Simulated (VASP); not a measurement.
# Ag2Pt (Fm-3m) in VASP: notebook

The runs below take Ag2Pt through single point, relaxation of cell and atoms, with PBE.

All numbers are computed with VASP 6.6.1; they aren't measurements. Logs are shortened: lines on timing, memory, paths and dates and some standing lists are left out, and cuts for length are marked.

### 1 The cell of the first run

The structure is cubic, space group Fm-3m (No. 225). Conventional cell: a = 6.274 Å, b = 6.274 Å, c = 6.274 Å, α = 90.00°, β = 90.00°, γ = 90.00°. Within 3.6 Å of Ag (site symmetry -43m) lie 4 Pt at 2.72 Å and 6 Ag at 3.14 Å. Within 3.6 Å of Pt (site symmetry m-3m) lie 8 Ag at 2.72 Å.

### 2 Single point, PBE

INCAR reads:

```
SYSTEM = Ag2Pt
ALGO     = Normal         ! electronic algorithm
EDIFF    = 1E-6           ! SCF threshold, eV
ENCUT    = 520            ! plane-wave cutoff, eV
GGA      = PE             ! functional
ISIF     = 2              ! what is computed and relaxed
ISMEAR   = 0              ! smearing method
LASPH    = .TRUE.         ! aspherical terms in the spheres
LCHARG   = .FALSE.        ! write CHGCAR
LREAL    = .FALSE.        ! projectors in reciprocal space
LWAVE    = .FALSE.        ! write WAVECAR
NBANDS   = 23             ! bands
NELM     = 80             ! most SCF steps
PREC     = Accurate       ! precision mode
SIGMA    = 0.1            ! smearing width, eV
```

KPOINTS reads:

```
k-points
0
G
  12 12 12
  0 0 0
```

POSCAR reads:

```
Ag2Pt
1.0
    0.0000000000      3.1370256271      3.1370256271
    3.1370256271      0.0000000000      3.1370256271
    3.1370256271      3.1370256271      0.0000000000
Ag Pt
2 1
Direct
    0.2500000000      0.2500000000      0.2500000000
    0.7500000000      0.7500000000      0.7500000000
    0.0000000000      0.0000000000      0.0000000000
```

Potentials or basis: VASP PAW PBE potentials, release 64 (Ag, Pt).

The run is started by

```sh
$ cat potpaw_PBE.64/Ag/POTCAR potpaw_PBE.64/Pt/POTCAR > POTCAR
$ mpirun -np 1 vasp_std > vasp.out
```

OUTCAR:

```text
SYSTEM = Ag2Pt
   EDIFF = 1E-6
   ENCUT = 520
   GGA = PE
   ISIF = 2
   ISMEAR = 0
   LASPH = .TRUE.
   LREAL = .FALSE.
   NELM = 80
   PREC = Accurate

 ion  position               nearest neighbor table
   1  0.250  0.250  0.250-   3 2.72   3 2.72   3 2.72   3 2.72   2 3.14   2 3.14   2 3.14   2 3.14
                             2 3.14   2 3.14
   2  0.750  0.750  0.750-   3 2.72   3 2.72   3 2.72   3 2.72   1 3.14   1 3.14   1 3.14   1 3.14
                             1 3.14   1 3.14
   3  0.000  0.000  0.000-   2 2.72   2 2.72   2 2.72   1 2.72   2 2.72   1 2.72   1 2.72   1 2.72

  LATTYP: Found a face centered cubic cell.
 ALAT       =     6.2740512542

  Lattice vectors:

 A1 = (   0.0000000000,   3.1370256271,   3.1370256271)
 A2 = (   3.1370256271,   0.0000000000,   3.1370256271)
 A3 = (   3.1370256271,   3.1370256271,   0.0000000000)

Analysis of symmetry for initial positions (statically):
=====================================================================
 Subroutine PRICEL returns:
 Original cell was already a primitive cell.

 Routine SETGRP: Setting up the symmetry group for a
 face centered cubic supercell.

 Subroutine GETGRP returns: Found 48 space group operations
 (whereof 48 operations were pure point group operations)
 out of a pool of 48 trial point group operations.

The static configuration has the point symmetry O_h .

Analysis of symmetry for dynamics (positions and initial velocities):
=====================================================================
 Subroutine PRICEL returns:
 Original cell was already a primitive cell.

 Routine SETGRP: Setting up the symmetry group for a
 face centered cubic supercell.

 Subroutine GETGRP returns: Found 48 space group operations
 (whereof 48 operations were pure point group operations)
 out of a pool of 48 trial point group operations.

The dynamic configuration has the point symmetry O_h .

 Subroutine INISYM returns: Found 48 space group operations
 (whereof 48 operations are pure point group operations),
 and found     1 'primitive' translations

----------------------------------------------------------------------------------------

                                     Primitive cell

  volume of cell :      61.7425

  direct lattice vectors                    reciprocal lattice vectors
     0.000000000  3.137025627  3.137025627    -0.159386648  0.159386648  0.159386648
     3.137025627  0.000000000  3.137025627     0.159386648 -0.159386648  0.159386648
     3.137025627  3.137025627  0.000000000     0.159386648  0.159386648 -0.159386648

  length of vectors
     4.436424187  4.436424187  4.436424187     0.276065773  0.276065773  0.276065773

  position of ions in fractional coordinates (direct lattice)
     0.250000000  0.250000000  0.250000000
     0.750000000  0.750000000  0.750000000
     0.000000000  0.000000000  0.000000000

  ion indices of the primitive-cell ions
   primitive index   ion index
                 1           1
                 2           2
                 3           3

----------------------------------------------------------------------------------------

 KPOINTS: k-points

Automatic generation of k-mesh.
 Grid dimensions read from file:
 generate k-points for:   12   12   12

 Generating k-lattice:

  Cartesian coordinates                     Fractional coordinates (reciprocal lattice)
    -0.013282221  0.013282221  0.013282221     0.083333333  0.000000000  0.000000000
     0.013282221 -0.013282221  0.013282221     0.000000000  0.083333333  0.000000000
     0.013282221  0.013282221 -0.013282221     0.000000000  0.000000000  0.083333333

  Length of vectors
     0.023005481  0.023005481  0.023005481

  Shift w.r.t. Gamma in fractional coordinates (k-lattice)
     0.000000000  0.000000000  0.000000000

 Subroutine IBZKPT returns following result:
 ===========================================

 Found     72 irreducible k-points:

 Following reciprocal coordinates:
            Coordinates               Weight
  0.000000  0.000000  0.000000      1.000000
  0.083333  0.000000  0.000000      8.000000
  0.166667  0.000000  0.000000      8.000000
  0.250000  0.000000  0.000000      8.000000
  0.333333  0.000000  0.000000      8.000000
  0.416667  0.000000  0.000000      8.000000
[... 16 lines left out ...]
  0.500000  0.166667  0.000000     24.000000
 -0.416667  0.166667  0.000000     24.000000
 [... further k-points ...]
   k-points           NKPTS =     72   k-points in BZ     NKDIM =     72   number of bands    NBANDS=     23
   number of dos      NEDOS =    301   number of ions     NIONS =      3
   total plane-waves  NPLWV =  46656
   dimension x,y,z NGX =    36 NGY =   36 NGZ =   36
   dimension x,y,z NGXF=    72 NGYF=   72 NGZF=   72
   ions per type =               2   1
   NGX,Y,Z   is equivalent  to a cutoff of  13.49, 13.49, 13.49 a.u.
   NGXF,Y,Z  is equivalent  to a cutoff of  26.98, 26.98, 26.98 a.u.
 SYSTEM =  Ag2Pt
   PREC   = accura    normal or accurate (medium, high low for compatibility)
   ISTART =      0    job   : 0-new  1-cont  2-samecut
   ICHARG =      2    charge: 1-file 2-atom 10-const
   ISPIN  =      1    spin polarized calculation?
   LNONCOLLINEAR =      F non collinear calculations
   LSORBIT =      F    spin-orbit coupling
   LASPH  =      T    aspherical Exc in radial PAW
   ENCUT  =  520.0 eV  38.22 Ry    6.18 a.u.   8.25  8.25  8.25*2*pi/ulx,y,z
   NELM   =     80;   NELMIN=  2; NELMDL= -5     # of ELM steps
   EDIFF  = 0.1E-05   stopping-criterion for ELM
   LREAL  =      F    real-space projection
   EDIFFG = 0.1E-04   stopping-criterion for IOM
   NSW    =      0    number of steps for IOM
   IBRION =     -1    ionic relax: 0-MD 1-quasi-New 2-CG
   NFREE  =      0    steps in history (QN), initial steepest desc. (CG)
   ISIF   =      2    stress and relaxation
   ISYM   =      2    0-nonsym 1-usesym 2-fastsym
   POTIM  = 0.5000    time-step for ionic-motion
   TEBEG  =    0.0;   TEEND  =   0.0 temperature during run
   PSTRESS=    0.0 pullay stress
   NELECT =      32.0000    total number of electrons
   NUPDOWN=      -1.0000    fix difference up-down
   EMIN   =  10.00;   EMAX   =-10.00  energy-range for DOS
   EFERMI =   0.00;   METHOD = LEGACY
   ISMEAR =     0;   SIGMA  =   0.10  broadening in eV -4-tet -1-fermi 0-gaus
   EFERMI_NEDOS =   21; number of points for ismear=-14 and -15
   IALGO  =     38    algorithm
   IMIX   =      4    mixing-type and parameters
     AMIX     =   0.40;   BMIX     =  1.00
     AMIX_MAG =   1.60;   BMIX_MAG =  1.00
  volume/ion in A,a.u.               =      20.58       138.89
  Fermi-wavevector in a.u.,A,eV,Ry     =   1.315013  2.485015 23.528005  1.729260
  Thomas-Fermi vector in A             =   2.445226
   LORBIT       =      0    0 simple, 1 ext, 2 COOP (PROOUT), +10 PAW based schemes
   GGA     = PE    functional components
   LHFCALC =     F    Hartree Fock is set to
   AEXX    =    0.0000 exact exchange contribution
   IVDW    =     0    specifies the selected vdW correction
   LEPSILON=     F    determine dielectric tensor
   LRPA    =     F    only Hartree local field effects (RPA)
 non-spin polarized calculation
 Gauss-broadening in eV      SIGMA  =   0.10
  energy-cutoff  :      520.00
  volume of cell :       61.74
 maximum number of plane-waves:      1687
 NGX is ok and might be reduce to    36
   NGX = 17   NGY = 17   NGZ = 17

 number of electron      32.0000002 magnetization

 Free energy of the ion-electron system (eV)
  ---------------------------------------------------
  ext. energy  EPLUGINS =         0.00000000
  ---------------------------------------------------
  free energy    TOTEN  =       -10.45096429 eV

  energy without entropy =      -10.44407356  energy(sigma->0) =      -10.44751893

 E-fermi :   5.7301     XC(G=0): -11.0644

 val. band max:        5.6708771585   @ k =  -0.4167   0.4167   0.0833
 cond. band min:       5.7390552920   @ k =  -0.4167   0.1667   0.0833
 fundamental gap:      0.0681781335
 Fermi energy:         5.7301249072

 k-point     1 :       0.0000    0.0000    0.0000
  band No.  band energies     occupation
      1      -0.7400      2.00000
      2       0.7876      2.00000
      3       0.7876      2.00000
      4       1.4299      2.00000
      5       1.4299      2.00000
      6       1.4299      2.00000
[... 15 lines left out ...]
     22      14.8158      0.00000
     23      14.8158      0.00000

 k-point     2 :       0.0833    0.0000    0.0000
  band No.  band energies     occupation
      1      -0.6559      2.00000
      2       0.8207      2.00000
      3       0.8207      2.00000
      4       1.3870      2.00000
      5       1.4361      2.00000
      6       1.4361      2.00000
[... 15 lines left out ...]
     22      15.2523      0.00000
     23      15.2523      0.00000

 k-point     3 :       0.1667    0.0000    0.0000
  band No.  band energies     occupation
      1      -0.4142      2.00000
      2       0.9185      2.00000
      3       0.9185      2.00000
      4       1.3144      2.00000
      5       1.4507      2.00000
      6       1.4507      2.00000
[... 15 lines left out ...]
     22      15.3772      0.00000
     23      15.4162      0.00000

 k-point     4 :       0.2500    0.0000    0.0000
  band No.  band energies     occupation
      1      -0.0525      2.00000
      2       1.0753      2.00000
      3       1.0753      2.00000
      4       1.2850      2.00000
      5       1.4636      2.00000
      6       1.4636      2.00000
[... 15 lines left out ...]
     22      15.2947      0.00000
     23      15.2947      0.00000

 k-point     5 :       0.3333    0.0000    0.0000
  band No.  band energies     occupation
      1       0.3448      2.00000
      2       1.2783      2.00000
      3       1.2783      2.00000
      4       1.3501      2.00000
      5       1.4681      2.00000
      6       1.4681      2.00000
[... 434 lines left out ...]
 k-point    22 :       0.4167    0.1667    0.0000
  band No.  band energies     occupation
      1       0.5470      2.00000
      2       1.2612      2.00000
      3       1.2795      2.00000
      4       1.4586      2.00000
      5       1.4928      2.00000
      6       1.5165      2.00000
[... 15 lines left out ...]
     22      16.0496      0.00000
     23      16.7939      0.00000

 k-point    23 :       0.5000    0.1667    0.0000
  band No.  band energies     occupation
      1       0.7283      2.00000
      2       1.2635      2.00000
      3       1.3617      2.00000
      4       1.4751      2.00000
      5       1.5535      2.00000
      6       1.6180      2.00000
[... 15 lines left out ...]
     22      16.5131      0.00000
     23      16.9361      0.00000

 k-point    24 :      -0.4167    0.1667    0.0000
  band No.  band energies     occupation
      1       0.7672      2.00000
      2       1.1841      2.00000
      3       1.4235      2.00000
      4       1.4679      2.00000
      5       1.6329      2.00000
      6       1.6900      2.00000
[... 15 lines left out ...]
     22      16.2159      0.00000
     23      17.3857      0.00000

 [... further k-points ...]

------------------------ aborting loop because EDIFF is reached ----------------------------------------

  FORCE on cell =-STRESS in cart. coord.  units (eV):
  Direction    XX          YY          ZZ          XY          YZ          ZX
  --------------------------------------------------------------------------------------
  -------------------------------------------------------------------------------------
  Total       -0.0404364     -0.0404364     -0.0404364      0.0000000      0.0000000     -0.0000000
  in kB       -1.0492989     -1.0492989     -1.0492989      0.0000000      0.0000000     -0.0000000
  external PRESSURE =      -1.0492989 kB  Pullay stress =       0.0000000 kB

 VOLUME and BASIS-vectors are now :
 -----------------------------------------------------------------------------
  energy-cutoff  :      520.00
  volume of cell :       61.74
      direct lattice vectors                 reciprocal lattice vectors
     0.000000000  3.137025627  3.137025627    -0.159386648  0.159386648  0.159386648
     3.137025627  0.000000000  3.137025627     0.159386648 -0.159386648  0.159386648
     3.137025627  3.137025627  0.000000000     0.159386648  0.159386648 -0.159386648

 POSITION                                       TOTAL-FORCE (eV/Angst)
 -----------------------------------------------------------------------------------
      1.56851      1.56851      1.56851         0.000000      0.000000      0.000000
      4.70554      4.70554      4.70554        -0.000000     -0.000000     -0.000000
      0.00000      0.00000      0.00000         0.000000      0.000000     -0.000000
 -----------------------------------------------------------------------------------
    total drift:                                0.000000      0.000000      0.000000

  FREE ENERGIE OF THE ION-ELECTRON SYSTEM (eV)
  ---------------------------------------------------
  free  energy   TOTEN  =       -10.4509642944 eV

  energy  without entropy=      -10.4440735628  energy(sigma->0) =      -10.44751893
```

Wall time 39 s (1 thread of Intel Xeon 6975P-C (Granite Rapids), shared host); peak memory 0.26 GiB.

Results:

* Free energy: -10.4510 eV
* Pressure: -0.1 GPa
* Band gap on the k mesh: zero (bands 16 and 17 overlap by 0.12 eV)

Caveat: spin-orbit coupling is left out, which moves the levels of the heavy elements.

[end of part 1 of 2]
